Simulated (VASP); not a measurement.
# WC (P-6m2) in VASP: a series of runs

WC is run at these levels: PBEsol; tasks: single point.

Program: VASP 6.6.1. These are calculated values, not measurements. Logs are shortened: lines on timing, memory, paths and dates and some standing lists are left out, and cuts for length are marked.

## (1) The cell of the first run

It takes space group P-6m2 (No. 187, hexagonal). Conventional cell: a = 2.876 Å, b = 2.876 Å, c = 2.955 Å, α = 90.00°, β = 90.00°, γ = 120.00°. W (site symmetry -6m2) has 6 C at 2.22 Å and 6 W at 2.88 Å within 2.9 Å. C (site symmetry -6m2) has 6 W at 2.22 Å and 6 C at 2.88 Å within 2.9 Å.

## (2) Single point, PBEsol

The input, INCAR:

```
ALGO = Normal
EDIFF = 1E-6
ENCUT = 600
GGA = PS
GGA_COMPAT = F
ISIF = 2
ISMEAR = 0
LASPH = T
LCHARG = F
LREAL = F
LWAVE = F
NBANDS = 16
NELM = 120
PREC = Accurate
SIGMA = 0.1
```

The input, KPOINTS:

```
k-points
0
Gamma
  24 24 18
```

The input, POSCAR:

```
WC
1.0
    2.8760508622      0.0000000000      0.0000000000
   -1.4380254311      2.4907331092      0.0000000000
    0.0000000000      0.0000000000      2.9550059140
W C
1 1
Direct
   -0.0000000010      0.0000000010      0.0000000000
    0.6666666677      0.3333333323      0.5000000000
```

Potentials or basis: VASP PAW PBE potentials, release 64 (W_sv, C).

Command:

```console
cat potpaw_PBE.64/W_sv/POTCAR potpaw_PBE.64/C/POTCAR > POTCAR
mpirun -np 1 vasp_std > vasp.out
```

OUTCAR:

```text
EDIFF = 1E-6
   ENCUT = 600
   GGA = PS
   ISIF = 2
   ISMEAR = 0
   LASPH = T
   LREAL = F
   NELM = 120
   PREC = Accurate

 ion  position               nearest neighbor table
   1  1.000  0.000  0.000-   2 2.22   2 2.22   2 2.22   2 2.22   2 2.22   2 2.22
   2  0.667  0.333  0.500-   1 2.22   1 2.22   1 2.22   1 2.22   1 2.22   1 2.22

  LATTYP: Found a hexagonal cell.
 ALAT       =     2.8760508622
 C/A-ratio  =     1.0274525923

  Lattice vectors:

 A1 = (   2.8760508622,   0.0000000000,   0.0000000000)
 A2 = (  -1.4380254311,   2.4907331092,   0.0000000000)
 A3 = (   0.0000000000,   0.0000000000,   2.9550059140)

Analysis of symmetry for initial positions (statically):
=====================================================================
 Subroutine PRICEL returns:
 Original cell was already a primitive cell.

 Routine SETGRP: Setting up the symmetry group for a
 hexagonal supercell.

 Subroutine GETGRP returns: Found 12 space group operations
 (whereof 12 operations were pure point group operations)
 out of a pool of 24 trial point group operations.

The static configuration has the point symmetry D_3h.

Analysis of symmetry for dynamics (positions and initial velocities):
=====================================================================
 Subroutine PRICEL returns:
 Original cell was already a primitive cell.

 Routine SETGRP: Setting up the symmetry group for a
 hexagonal supercell.

 Subroutine GETGRP returns: Found 12 space group operations
 (whereof 12 operations were pure point group operations)
 out of a pool of 24 trial point group operations.

The dynamic configuration has the point symmetry D_3h.

 Subroutine INISYM returns: Found 12 space group operations
 (whereof 12 operations are pure point group operations),
 and found     1 'primitive' translations

----------------------------------------------------------------------------------------

                                     Primitive cell

  volume of cell :      21.1681

  direct lattice vectors                    reciprocal lattice vectors
     2.876050862  0.000000000  0.000000000     0.347698997  0.200744109  0.000000000
    -1.438025431  2.490733109  0.000000000     0.000000000  0.401488219  0.000000000
     0.000000000  0.000000000  2.955005914     0.000000000  0.000000000  0.338408798

  length of vectors
     2.876050862  2.876050862  2.955005914     0.401488219  0.401488219  0.338408798

  position of ions in fractional coordinates (direct lattice)
     0.999999999  0.000000001  0.000000000
     0.666666668  0.333333332  0.500000000

  ion indices of the primitive-cell ions
   primitive index   ion index
                 1           1
                 2           2

----------------------------------------------------------------------------------------

 KPOINTS: k-points

Automatic generation of k-mesh.
 Grid dimensions read from file:
 generate k-points for:   24   24   18

 Generating k-lattice:

  Cartesian coordinates                     Fractional coordinates (reciprocal lattice)
     0.014487458  0.008364338  0.000000000     0.041666667 -0.000000000  0.000000000
     0.000000000  0.016728676  0.000000000     0.000000000  0.041666667  0.000000000
     0.000000000  0.000000000  0.018800489     0.000000000  0.000000000  0.055555556

  Length of vectors
     0.016728676  0.016728676  0.018800489

  Shift w.r.t. Gamma in fractional coordinates (k-lattice)
     0.000000000  0.000000000  0.000000000

 Subroutine IBZKPT returns following result:
 ===========================================

 Found    610 irreducible k-points:

 Following reciprocal coordinates:
            Coordinates               Weight
  0.000000  0.000000  0.000000      1.000000
  0.041667  0.000000  0.000000      6.000000
  0.083333  0.000000  0.000000      6.000000
  0.125000  0.000000  0.000000      6.000000
  0.166667  0.000000  0.000000      6.000000
  0.208333  0.000000  0.000000      6.000000
[... 16 lines left out ...]
  0.416667  0.041667  0.000000     12.000000
  0.458333  0.041667  0.000000     12.000000
 [... further k-points ...]
   k-points           NKPTS =    610   k-points in BZ     NKDIM =    610   number of bands    NBANDS=     16
   number of dos      NEDOS =    301   number of ions     NIONS =      2
   total plane-waves  NPLWV =  13824
   dimension x,y,z NGX =    24 NGY =   24 NGZ =   24
   dimension x,y,z NGXF=    48 NGYF=   48 NGZF=   48
   ions per type =               1   1
   NGX,Y,Z   is equivalent  to a cutoff of  13.87, 13.87, 13.50 a.u.
   NGXF,Y,Z  is equivalent  to a cutoff of  27.75, 27.75, 27.00 a.u.
 SYSTEM =  unknown system
   PREC   = accura    normal or accurate (medium, high low for compatibility)
   ISTART =      0    job   : 0-new  1-cont  2-samecut
   ICHARG =      2    charge: 1-file 2-atom 10-const
   ISPIN  =      1    spin polarized calculation?
   LNONCOLLINEAR =      F non collinear calculations
   LSORBIT =      F    spin-orbit coupling
   LASPH  =      T    aspherical Exc in radial PAW
   ENCUT  =  600.0 eV  44.10 Ry    6.64 a.u.   5.74  5.74  5.90*2*pi/ulx,y,z
   NELM   =    120;   NELMIN=  2; NELMDL= -5     # of ELM steps
   EDIFF  = 0.1E-05   stopping-criterion for ELM
   LREAL  =      F    real-space projection
   EDIFFG = 0.1E-04   stopping-criterion for IOM
   NSW    =      0    number of steps for IOM
   IBRION =     -1    ionic relax: 0-MD 1-quasi-New 2-CG
   NFREE  =      0    steps in history (QN), initial steepest desc. (CG)
   ISIF   =      2    stress and relaxation
   ISYM   =      2    0-nonsym 1-usesym 2-fastsym
   POTIM  = 0.5000    time-step for ionic-motion
   TEBEG  =    0.0;   TEEND  =   0.0 temperature during run
   PSTRESS=    0.0 pullay stress
   NELECT =      18.0000    total number of electrons
   NUPDOWN=      -1.0000    fix difference up-down
   EMIN   =  10.00;   EMAX   =-10.00  energy-range for DOS
   EFERMI =   0.00;   METHOD = LEGACY
   ISMEAR =     0;   SIGMA  =   0.10  broadening in eV -4-tet -1-fermi 0-gaus
   EFERMI_NEDOS =   21; number of points for ismear=-14 and -15
   IALGO  =     38    algorithm
   IMIX   =      4    mixing-type and parameters
     AMIX     =   0.40;   BMIX     =  1.00
     AMIX_MAG =   1.60;   BMIX_MAG =  1.00
  volume/ion in A,a.u.               =      10.58        71.42
  Fermi-wavevector in a.u.,A,eV,Ry     =   1.550976  2.930919 32.729158  2.405525
  Thomas-Fermi vector in A             =   2.655562
   LORBIT       =      0    0 simple, 1 ext, 2 COOP (PROOUT), +10 PAW based schemes
   GGA     = PS    functional components
   LHFCALC =     F    Hartree Fock is set to
   AEXX    =    0.0000 exact exchange contribution
   IVDW    =     0    specifies the selected vdW correction
   LEPSILON=     F    determine dielectric tensor
   LRPA    =     F    only Hartree local field effects (RPA)
 non-spin polarized calculation
 Gauss-broadening in eV      SIGMA  =   0.10
  energy-cutoff  :      600.00
  volume of cell :       21.17
 maximum number of plane-waves:       728
 NGX is ok and might be reduce to    24
   NGX = 11   NGY = 11   NGZ = 11

 number of electron      17.9999999 magnetization

 Free energy of the ion-electron system (eV)
  ---------------------------------------------------
  ext. energy  EPLUGINS =         0.00000000
  ---------------------------------------------------
  free energy    TOTEN  =       -23.79681744 eV

  energy without entropy =      -23.79569647  energy(sigma->0) =      -23.79625695

 E-fermi :  10.6114     XC(G=0): -13.8298

 val. band max:       10.5909390337   @ k =   0.1250   0.0000   0.4444
 cond. band min:      10.6141126861   @ k =   0.3750   0.1667   0.0000
 fundamental gap:      0.0231736524
 Fermi energy:        10.6113579321

 k-point     1 :       0.0000    0.0000    0.0000
  band No.  band energies     occupation
      1     -63.3418      2.00000
      2     -27.4258      2.00000
      3     -27.1581      2.00000
      4     -27.1581      2.00000
      5      -3.6052      2.00000
      6       6.3155      2.00000
[... 8 lines left out ...]
     15      24.4864      0.00000
     16      27.5749      0.00000

 k-point     2 :       0.0417    0.0000    0.0000
  band No.  band energies     occupation
      1     -63.3407      2.00000
      2     -27.4236      2.00000
      3     -27.1741      2.00000
      4     -27.1617      2.00000
      5      -3.5586      2.00000
      6       6.3493      2.00000
[... 8 lines left out ...]
     15      24.4131      0.00000
     16      27.6745      0.00000

 k-point     3 :       0.0833    0.0000    0.0000
  band No.  band energies     occupation
      1     -63.3374      2.00000
      2     -27.4173      2.00000
      3     -27.2205      2.00000
      4     -27.1722      2.00000
      5      -3.4206      2.00000
      6       6.4351      2.00000
[... 8 lines left out ...]
     15      24.2537      0.00000
     16      27.9661      0.00000

 k-point     4 :       0.1250    0.0000    0.0000
  band No.  band energies     occupation
      1     -63.3322      2.00000
      2     -27.4073      2.00000
      3     -27.2938      2.00000
      4     -27.1889      2.00000
      5      -3.1973      2.00000
      6       6.4898      2.00000
[... 8 lines left out ...]
     15      24.1178      0.00000
     16      28.4323      0.00000
[... 324 lines left out ...]
 k-point    22 :       0.3750    0.0417    0.0000
  band No.  band energies     occupation
      1     -63.2821      2.00000
      2     -27.9481      2.00000
      3     -27.3528      2.00000
      4     -27.3113      2.00000
      5      -0.6005      2.00000
      6       4.1735      2.00000
[... 8 lines left out ...]
     15      24.6087      0.00000
     16      27.9921      0.00000

 k-point    23 :       0.4167    0.0417    0.0000
  band No.  band energies     occupation
      1     -63.2778      2.00000
      2     -28.0016      2.00000
      3     -27.3665      2.00000
      4     -27.3030      2.00000
      5      -0.2900      2.00000
      6       3.9445      2.00000
[... 8 lines left out ...]
     15      23.8074      0.00000
     16      28.5271      0.00000

 k-point    24 :       0.4583    0.0417    0.0000
  band No.  band energies     occupation
      1     -63.2756      2.00000
      2     -28.0292      2.00000
      3     -27.3736      2.00000
      4     -27.2987      2.00000
      5      -0.1157      2.00000
      6       3.8184      2.00000
[... 8 lines left out ...]
     15      23.3453      0.00000
     16      28.8401      0.00000

 [... further k-points ...]
[... 5 lines left out ...]
  --------------------------------------------------------------------------------------
  -------------------------------------------------------------------------------------
  Total        0.1292747      0.1292747     -4.7213743      0.0000000      0.0000000      0.0000000
  in kB        9.7845789      9.7845789   -357.3525650      0.0000000      0.0000000      0.0000000
  external PRESSURE =    -112.5944691 kB  Pullay stress =       0.0000000 kB

 VOLUME and BASIS-vectors are now :
 -----------------------------------------------------------------------------
  energy-cutoff  :      600.00
  volume of cell :       21.17
      direct lattice vectors                 reciprocal lattice vectors
     2.876050862  0.000000000  0.000000000     0.347698997  0.200744109  0.000000000
    -1.438025431  2.490733109  0.000000000     0.000000000  0.401488219  0.000000000
     0.000000000  0.000000000  2.955005914     0.000000000  0.000000000  0.338408798

 POSITION                                       TOTAL-FORCE (eV/Angst)
 -----------------------------------------------------------------------------------
      2.87605      0.00000      0.00000         0.000000      0.000000      0.000000
      1.43803      0.83024      1.47750        -0.000000      0.000000      0.000000
 -----------------------------------------------------------------------------------
    total drift:                                0.000003     -0.000002      0.000000

  FREE ENERGIE OF THE ION-ELECTRON SYSTEM (eV)
  ---------------------------------------------------
  free  energy   TOTEN  =       -23.7968174358 eV

  energy  without entropy=      -23.7956964665  energy(sigma->0) =      -23.79625695
```

Run time: 3.4 min. Hardware: 1 thread of Intel Xeon 8259CL, shared host; peak memory 0.35 GiB.

Results:

| Property | Result |
| --- | --- |
| Free energy | -23.7968 eV |
| Pressure | -11.3 GPa |
| Band gap on the k mesh | zero (band 9 reaches 11.19 eV, above the bottom of band 10 at 10.04 eV) |

Caveat: the PAW data sets were made with another functional, which shifts forces and pressure a little; spin-orbit coupling is left out, which moves the levels of the heavy elements.

## (3) Single point, PBEsol

This run uses another cell than the first one, of 10.31 Å³/atom, 0.974 times its volume.

The input, INCAR:

```
PREC = Accurate
ENCUT = 910
EDIFF = 1E-6
ISMEAR = 0
SIGMA = 0.1
LREAL = False
LASPH = True
NELM = 120
ALGO = Normal
ISIF = 2
LWAVE = False
LCHARG = False
GGA = PS
NBANDS = 16
GGA_COMPAT = False
```

The input, KPOINTS:

```
regular mesh
0
Gamma
  18 18 14
```

The input, POSCAR:

```
WC
1.0
    2.9010143927      0.0000000000      0.0000000000
   -1.4505071963      2.5123521609      0.0000000000
    0.0000000000      0.0000000000      2.8296654398
W C
1 1
Direct
    0.0000000000      0.0000000000      0.0000000000
    0.6666666667      0.3333333333      0.5000000000
```

Potentials or basis: VASP PAW PBE potentials, release 64 (W_sv, C_h).

Command:

```console
cat potpaw_PBE.64/W_sv/POTCAR potpaw_PBE.64/C_h/POTCAR > POTCAR
mpirun -np 1 vasp_std > vasp.out
```

It took 81 s on 1 thread of Intel Xeon 6975P-C (Granite Rapids), shared host; peak memory 0.35 GiB.

It converged, with:

* Free energy: -23.9075 eV
* Pressure: 0.1 GPa
* Band gap on the k mesh: zero (band 9 reaches 11.99 eV, above the bottom of band 10 at 10.75 eV)

Stress tensor (GPa, compression positive):
```
0.03 0.00 0.00
0.00 0.03 0.00
0.00 0.00 0.34
```

Levels at points of the mesh, in eV from the Fermi level:
```
           k point  band 7  band 8  band 9  band 10  band 11  band 12
(0.00, 0.00, 0.00)   -3.36   -3.36    0.13     3.26     3.26     5.69
(0.50, 0.00, 0.00)   -3.63   -3.61   -0.44     2.36     4.57     4.95
(0.00, 0.00, 0.50)   -2.02   -2.02   -0.60    -0.60     3.73     4.55
(0.50, 0.00, 0.50)   -4.35   -4.19    0.31     4.48     5.38     6.72
```

Caveat: the cutoff is under 1.25 times the usual one of these potentials, so pressure, stress and relaxed cells hold a basis-set (Pulay) error; the PAW data sets were made with another functional, which shifts forces and pressure a little; spin-orbit coupling is left out, which moves the levels of the heavy elements.
